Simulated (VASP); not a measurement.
# Zn3O (P3m1) in VASP: further runs

The runs below take Zn3O through single point, with PBE.

Program: VASP 6.6.1. These are calculated values, not measurements. Logs are shortened: lines on timing, memory, paths and dates and some standing lists are left out, and cuts for length are marked.

## Step 1: The cell of the first run

The structure is trigonal, space group P3m1 (No. 156). The conventional cell has a = 3.098 Å, b = 3.098 Å, c = 6.886 Å, α = 90.00°, β = 90.00°, γ = 120.00°. Within 2.7 Å of Zn (site symmetry 3m) lie 3 O at 2.01 Å. Zn (site symmetry 3m) has 1 O at 1.92 Å within 2.5 Å. Zn (site symmetry 3m) has 12 Zn at 2.63 to 3.10 Å within 3.5 Å. O (site symmetry 3m) has 4 Zn at 1.92 to 2.01 Å within 2.5 Å.

## Step 2: Single point, PBE

File INCAR:

```
SYSTEM = Zn3O
PREC = Accurate
ENCUT = 520
EDIFF = 1E-6
ISMEAR = 0
SIGMA = 0.1
LREAL = .FALSE.
LASPH = .TRUE.
NELM = 60
ALGO = Normal
ISIF = 2
LWAVE = .FALSE.
LCHARG = .FALSE.
GGA = PE
NBANDS = 29
```

File KPOINTS:

```
regular mesh
0
G
  12 12 6
  0 0 0
```

File POSCAR:

```
Zn3O
1.0
    3.0981600650      0.0000000000      0.0000000000
   -1.5490800325      2.6830853213      0.0000000000
    0.0000000000      0.0000000000      6.8860395466
Zn O
3 1
Direct
    0.0000000000      0.0000000000      0.0631996118
    0.3333333333      0.6666666667      0.6495497165
    0.6666666667      0.3333333333      0.3686855141
    0.3333333333      0.6666666667      0.9285651575
```

Potentials or basis: VASP PAW PBE potentials, release 64 (Zn, O).

The run is started by

```console
$ cat potpaw_PBE.64/Zn/POTCAR potpaw_PBE.64/O/POTCAR > POTCAR
$ mpirun -np 1 vasp_std > vasp.out
```

OUTCAR:

```text
SYSTEM = Zn3O
   PREC = Accurate
   ENCUT = 520
   EDIFF = 1E-6
   ISMEAR = 0
   LREAL = .FALSE.
   LASPH = .TRUE.
   NELM = 60
   ISIF = 2
   GGA = PE

 ion  position               nearest neighbor table
   1  0.000  0.000  0.063-   4 2.01   4 2.01   4 2.01   3 2.76   3 2.76   3 2.76
   2  0.333  0.667  0.650-   4 1.92   3 2.63   3 2.63   3 2.63
   3  0.667  0.333  0.369-   2 2.63   2 2.63   2 2.63   1 2.76   1 2.76   1 2.76
   4  0.333  0.667  0.929-   2 1.92   1 2.01   1 2.01   1 2.01

  LATTYP: Found a hexagonal cell.
 ALAT       =     3.0981600650
 C/A-ratio  =     2.2226222668

  Lattice vectors:

 A1 = (   3.0981600650,   0.0000000000,   0.0000000000)
 A2 = (  -1.5490800325,   2.6830853213,   0.0000000000)
 A3 = (   0.0000000000,   0.0000000000,   6.8860395466)

Analysis of symmetry for initial positions (statically):
=====================================================================
 Subroutine PRICEL returns:
 Original cell was already a primitive cell.

 Routine SETGRP: Setting up the symmetry group for a
 hexagonal supercell.

 Subroutine GETGRP returns: Found  6 space group operations
 (whereof  6 operations were pure point group operations)
 out of a pool of 24 trial point group operations.

The static configuration has the point symmetry C_3v.

Analysis of symmetry for dynamics (positions and initial velocities):
=====================================================================
 Subroutine PRICEL returns:
 Original cell was already a primitive cell.

 Routine SETGRP: Setting up the symmetry group for a
 hexagonal supercell.

 Subroutine GETGRP returns: Found  6 space group operations
 (whereof  6 operations were pure point group operations)
 out of a pool of 24 trial point group operations.

The dynamic configuration has the point symmetry C_3v.

 Subroutine INISYM returns: Found  6 space group operations
 (whereof  6 operations are pure point group operations),
 and found     1 'primitive' translations

----------------------------------------------------------------------------------------

                                     Primitive cell

  volume of cell :      57.2411

  direct lattice vectors                    reciprocal lattice vectors
     3.098160065  0.000000000  0.000000000     0.322772219  0.186352628  0.000000000
    -1.549080033  2.683085321  0.000000000     0.000000000  0.372705255  0.000000000
     0.000000000  0.000000000  6.886039547     0.000000000  0.000000000  0.145221356

  length of vectors
     3.098160065  3.098160065  6.886039547     0.372705255  0.372705255  0.145221356

[... 81 lines left out ...]
   LASPH  =      T    aspherical Exc in radial PAW
   ENCUT  =  520.0 eV  38.22 Ry    6.18 a.u.   5.76  5.76 12.80*2*pi/ulx,y,z
   NELM   =     60;   NELMIN=  2; NELMDL= -5     # of ELM steps
   EDIFF  = 0.1E-05   stopping-criterion for ELM
   LREAL  =      F    real-space projection
   EDIFFG = 0.1E-04   stopping-criterion for IOM
   NSW    =      0    number of steps for IOM
   IBRION =     -1    ionic relax: 0-MD 1-quasi-New 2-CG
   NFREE  =      0    steps in history (QN), initial steepest desc. (CG)
   ISIF   =      2    stress and relaxation
   ISYM   =      2    0-nonsym 1-usesym 2-fastsym
   POTIM  = 0.5000    time-step for ionic-motion
   TEBEG  =    0.0;   TEEND  =   0.0 temperature during run
   PSTRESS=    0.0 pullay stress
   NELECT =      42.0000    total number of electrons
   NUPDOWN=      -1.0000    fix difference up-down
   EMIN   =  10.00;   EMAX   =-10.00  energy-range for DOS
   EFERMI =   0.00;   METHOD = LEGACY
   ISMEAR =     0;   SIGMA  =   0.10  broadening in eV -4-tet -1-fermi 0-gaus
   EFERMI_NEDOS =   21; number of points for ismear=-14 and -15
   IALGO  =     38    algorithm
   IMIX   =      4    mixing-type and parameters
     AMIX     =   0.40;   BMIX     =  1.00
     AMIX_MAG =   1.60;   BMIX_MAG =  1.00
  volume/ion in A,a.u.               =      14.31        96.57
  Fermi-wavevector in a.u.,A,eV,Ry     =   1.476574  2.790321 29.664398  2.180272
  Thomas-Fermi vector in A             =   2.591084
   LORBIT       =      0    0 simple, 1 ext, 2 COOP (PROOUT), +10 PAW based schemes
   GGA     = PE    functional components
   LHFCALC =     F    Hartree Fock is set to
   AEXX    =    0.0000 exact exchange contribution
   IVDW    =     0    specifies the selected vdW correction
   LEPSILON=     F    determine dielectric tensor
   LRPA    =     F    only Hartree local field effects (RPA)
 non-spin polarized calculation
 Gauss-broadening in eV      SIGMA  =   0.10
  energy-cutoff  :      520.00
  volume of cell :       57.24
 maximum number of plane-waves:      1556
 NGX is ok and might be reduce to    24
   NGX = 11   NGY = 11   NGZ = 25

 number of electron      41.9999996 magnetization

 Free energy of the ion-electron system (eV)
  ---------------------------------------------------
  ext. energy  EPLUGINS =         0.00000000
  ---------------------------------------------------
  free energy    TOTEN  =       -10.51073174 eV

  energy without entropy =      -10.50625977  energy(sigma->0) =      -10.50849575

 E-fermi :   2.3311     XC(G=0): -11.0307

 val. band max:        2.2866584074   @ k =   0.3333   0.3333   0.0000
 cond. band min:       2.3322029196   @ k =   0.4167  -0.0000   0.0000
 fundamental gap:      0.0455445122
 Fermi energy:         2.3310520510

 k-point     1 :       0.0000    0.0000    0.0000
  band No.  band energies     occupation
      1     -16.6913      2.00000
      2      -6.0151      2.00000
      3      -5.6884      2.00000
      4      -5.1331      2.00000
      5      -5.0411      2.00000
      6      -5.0411      2.00000
[... 757 lines left out ...]
     28      14.0707      0.00000
     29      14.1741      0.00000

 [... further k-points ...]
[... 5 lines left out ...]
  --------------------------------------------------------------------------------------
  -------------------------------------------------------------------------------------
  Total        0.2030468      0.2030468      0.3102228      0.0000000      0.0000000     -0.0000000
  in kB        5.6832767      5.6832767      8.6831330      0.0000000      0.0000000     -0.0000000
  external PRESSURE =       6.6832288 kB  Pullay stress =       0.0000000 kB

 VOLUME and BASIS-vectors are now :
 -----------------------------------------------------------------------------
  energy-cutoff  :      520.00
  volume of cell :       57.24
      direct lattice vectors                 reciprocal lattice vectors
     3.098160065  0.000000000  0.000000000     0.322772219  0.186352628  0.000000000
    -1.549080033  2.683085321  0.000000000     0.000000000  0.372705255  0.000000000
     0.000000000  0.000000000  6.886039547     0.000000000  0.000000000  0.145221356

 POSITION                                       TOTAL-FORCE (eV/Angst)
 -----------------------------------------------------------------------------------
      0.00000      0.00000      0.43520        -0.000000      0.000000      0.058612
     -0.00000      1.78872      4.47283        -0.000000     -0.000000     -0.068486
      1.54908      0.89436      2.53878         0.000000     -0.000000     -0.008677
     -0.00000      1.78872      6.39414         0.000000      0.000000      0.018552
 -----------------------------------------------------------------------------------
    total drift:                                0.000000      0.000000      0.000019

  FREE ENERGIE OF THE ION-ELECTRON SYSTEM (eV)
  ---------------------------------------------------
  free  energy   TOTEN  =       -10.5107317400 eV

  energy  without entropy=      -10.5062597687  energy(sigma->0) =      -10.50849575
```

stdout:

```text
POSCAR found type information on POSCAR ZnO
 POSCAR found :  2 types and       4 ions
 scaLAPACK will be used
 LDA part: xc-table for (Slater+PW92), standard interpolation
 POSCAR, INCAR and KPOINTS ok, starting setup
 FFT: planning ... GRIDC
 FFT: planning ... GRID_SOFT
 FFT: planning ... GRID
 WAVECAR not read
 entering main loop
```

It took 2 min on 1 thread of Intel Xeon Platinum 8259CL at 2.50GHz (Skylake/Cascade Lake), shared host; peak memory 0.27 GiB.

Results:

```yaml
Free_energy: -10.5107 eV
Pressure: 0.7 GPa
Largest_force: 0.068 eV/Å
Band_gap_on_the_k_mesh: zero (band 21 reaches 2.46 eV, above the bottom of band 22 at 1.93 eV)
```

Forces in eV/Å, atoms in the order of the input:
```
Zn   0.000  0.000  0.059
Zn   0.000  0.000 -0.068
Zn   0.000  0.000 -0.009
O    0.000  0.000  0.019
```

Stress tensor (GPa, compression positive):
```
0.57 0.00 0.00
0.00 0.57 0.00
0.00 0.00 0.87
```

## Step 3: Single point, PBE

File INCAR:

```
  ALGO = Normal
  EDIFF = 1E-6
  ENCUT = 520
  GGA = PE
  ISIF = 2
  ISMEAR = 0
  LASPH = True
  LCHARG = True
  LELF = True
  LREAL = False
  LVHAR = True
  LWAVE = False
  NBANDS = 29
  NELM = 60
  PREC = Accurate
  SIGMA = 0.1
```

File KPOINTS:

```
k-points
0
Gamma
  12 12 6
```

POSCAR is that of step 2.

Potentials or basis: VASP PAW PBE potentials, release 64 (Zn, O).

The run is started by

```console
$ cat potpaw_PBE.64/Zn/POTCAR potpaw_PBE.64/O/POTCAR > POTCAR
$ mpirun -np 1 vasp_std > vasp.out
```

Run time: 2.1 min. Hardware: 1 thread of Intel Xeon Platinum 8259CL at 2.50GHz (Skylake/Cascade Lake), shared host; peak memory 0.27 GiB.

Results (log left out):

- Free energy: -10.5107 eV
- Pressure: 0.7 GPa
- Largest force: 0.068 eV/Å
- Band gap on the k mesh: zero (band 21 reaches 2.46 eV, above the bottom of band 22 at 1.93 eV)

Forces in eV/Å, atoms in the order of the input:
```
Zn   0.000  0.000  0.059
Zn   0.000  0.000 -0.068
Zn   0.000  0.000 -0.009
O    0.000  0.000  0.019
```

Stress tensor (GPa, compression positive):
```
0.57 0.00 0.00
0.00 0.57 0.00
0.00 0.00 0.87
```

Levels at points of the mesh, in eV from the Fermi level:
```tsv
k point	band 18	band 19	band 20	band 21	band 22	band 23	band 24	band 25
(0.00, 0.00, 0.00)	-5.93	-1.72	-1.72	-1.55	0.39	6.71	8.68	11.21
(0.50, 0.00, 0.00)	-4.03	-2.58	-2.52	-1.91	-0.06	2.88	4.91	6.10
(0.00, 0.00, 0.50)	-4.64	-4.07	-1.72	-1.72	3.37	3.64	11.35	11.35
(0.50, 0.00, 0.50)	-4.13	-2.59	-2.55	-1.87	1.01	1.45	5.04	6.60
```
